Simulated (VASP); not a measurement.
Write the native input for VASP 6.6.1 that does the following.

```yaml
Task: single point
Functional: LDA
Potentials_or_basis: VASP PAW LDA potentials, release 64 (Bi_d)
Cutoff: 500 eV
k_mesh: 12 × 12 × 12
Occupations: fermi-dirac, width 0.05 eV
Spin: no spin polarisation
Dipole_correction: no
Further_INCAR_settings: ALGO = Normal; EDIFF = 1e-06; NBANDS = 14
```

The structure of Bi lies in POSCAR:

```
Bi
1.0
    3.1098396496      0.0000000000      0.0000000000
    0.0000000000      3.1098396496      0.0000000000
    0.0000000000      0.0000000000      3.1098396496
Bi
1
Direct
    0.0000000000      0.0000000000      0.0000000000
```

This isn't the form of Bi at room conditions, which is rhombohedral.

The input as run:

INCAR

```
SYSTEM = Bi
  ALGO = Normal
  EDIFF = 1E-6
  ENCUT = 500
  GGA = CA
  GGA_COMPAT = .FALSE.
  ISIF = 2
  ISMEAR = -1
  LASPH = .TRUE.
  LCHARG = .TRUE.
  LELF = .TRUE.
  LREAL = .FALSE.
  LVHAR = .TRUE.
  LWAVE = .FALSE.
  NBANDS = 14
  NELM = 120
  PREC = Accurate
  SIGMA = 0.05
```

KPOINTS

```
k-points
0
G
  12 12 12
  0 0 0
```

Potentials or basis: VASP PAW LDA potentials, release 64 (Bi_d).

Launch:

```sh
$ cat potpaw_LDA.64/Bi_d/POTCAR > POTCAR
$ mpirun -np 1 vasp_std > vasp.out
```

Results of the run:

- Pressure: 5.9 GPa
- Band gap on the k mesh: zero (an odd number of electrons rules out a gap without spin polarisation)

Caveat: the cell stands under pressure; spin-orbit coupling is left out, which moves the levels of the heavy elements.

It took 29 s on 1 thread of Intel Xeon 8259CL, on a shared host, peak memory 0.15 GiB.
